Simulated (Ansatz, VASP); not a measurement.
# NaHF2 in VASP and in Ansatz

```
Na H F
1.0
     1.64202    0.94802    4.40693
    -1.64202    0.94802    4.40693
     0.00000   -1.89604    4.40693
Na H F
1 1 2
Direct
  0.00000 0.00000 0.00000
  0.50000 0.50000 0.50000
  0.41000 0.41000 0.41000
  0.59000 0.59000 0.59000
```

Change from the starting cell: strain -0.050 along x and y, -0.050 along z, atoms carried along.

Alike in both runs: task single point; functional PBEsol; k mesh 9 × 9 × 9; occupations gaussian, width 0.05 eV; no spin polarisation.

|  | VASP | Ansatz |
| --- | --- | --- |
| version | VASP 6.6.1 | Ansatz 0.2.0 |
| potentials or method | VASP PAW PBE potentials, release 64 (Na_sv, H, F), cutoff 970 eV | scalar-relativistic, plane waves, PAW |
| valence electrons in the cell | 24 | 24 |

|  | VASP | Ansatz | Ansatz less VASP |
| --- | --- | --- | --- |
| gap on the k mesh at the Fermi level (eV) | 7.20 | 7.22 | +0.024 |
| least direct gap on the mesh (eV) | 7.42 | 7.44 | +0.018 |
| pressure (GPa) | 4.9 | 5.0 | +0.08 |
| traceless stress, the component that is largest in VASP (GPa) | -7.83 | -8.12 | -0.297 |
| rms of the force components (eV/Å) | 0.777 | 0.788 | +0.0113 |

VASP's potentials were made for PBE, not for PBEsol. Atom by atom the forces differ by 0.011 eV/Å (rms over components). With one functional, cell and mesh, what is left measures potentials, basis and numerics.
